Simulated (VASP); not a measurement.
Set up this calculation in VASP 6.6.1, as the native input.

* Task: single point
* Functional: PBE
* Dispersion: D3(BJ)
* Potentials or basis: VASP PAW PBE potentials, release 64 (S, Mo_sv, C, O)
* Cutoff: 520 eV
* k mesh: 9 × 9 × 1
* Occupations: gaussian, width 0.05 eV
* Spin: no spin polarisation
* Dipole correction: yes
* Further INCAR settings: ALGO = Normal; EDIFF = 1e-07; NBANDS = 55

The structure of Mo3CS6O lies in POSCAR:

```
Mo3CS6O
1.0
    3.1493511224      0.0000000000      0.0000000000
   -1.5746755612      2.7274180774      0.0000000000
    0.0000000000      0.0000000000     35.3724872127
S Mo C O
6 3 1 1
Direct
    0.6666666667      0.3333333333      0.2402997547
    0.6666666667      0.3333333333      0.3288356075
    0.3333333333      0.6666666667      0.4112059426
    0.3333333333      0.6666666667      0.4997467791
    0.6666666667      0.3333333333      0.5824569063
    0.6666666667      0.3333333333      0.6710496856
    0.3333333333      0.6666666667      0.2845676811
    0.6666666667      0.3333333333      0.4554776675
    0.3333333333      0.6666666667      0.6267356575
    0.6666666667      0.3333333333      0.7754565855
    0.6666666667      0.3333333333      0.8075564313
```

The input as run:

INCAR

```
PREC = Accurate ; ENCUT = 520
EDIFF = 1E-7 ; ISMEAR = 0
SIGMA = 0.05 ; LREAL = F
LASPH = T ; NELM = 60
ALGO = Normal ; ISIF = 2
LWAVE = F ; LCHARG = F
LDIPOL = T ; IDIPOL = 3
DIPOL = 0.5 0.5 0.517 ; GGA = PE
IVDW = 12 ; NBANDS = 55
```

KPOINTS

```
regular mesh
0
Gamma
  9 9 1
```

Potentials or basis: VASP PAW PBE potentials, release 64 (S, Mo_sv, C, O).

Launch:

```console
$ cat potpaw_PBE.64/S/POTCAR potpaw_PBE.64/Mo_sv/POTCAR potpaw_PBE.64/C/POTCAR potpaw_PBE.64/O/POTCAR > POTCAR
$ mpirun -np 1 vasp_std > vasp.out
```

It gave:

| Quantity | Value |
| --- | --- |
| Largest force | 0.934 eV/Å |
| Band gap on the k mesh | 0.88 eV (least direct gap 1.73 eV) |
| Dispersion energy per atom | -0.342 eV |

Run time: 12 min on 1 thread of Intel Xeon 8259CL, with other jobs on the host, peak memory 0.52 GiB.
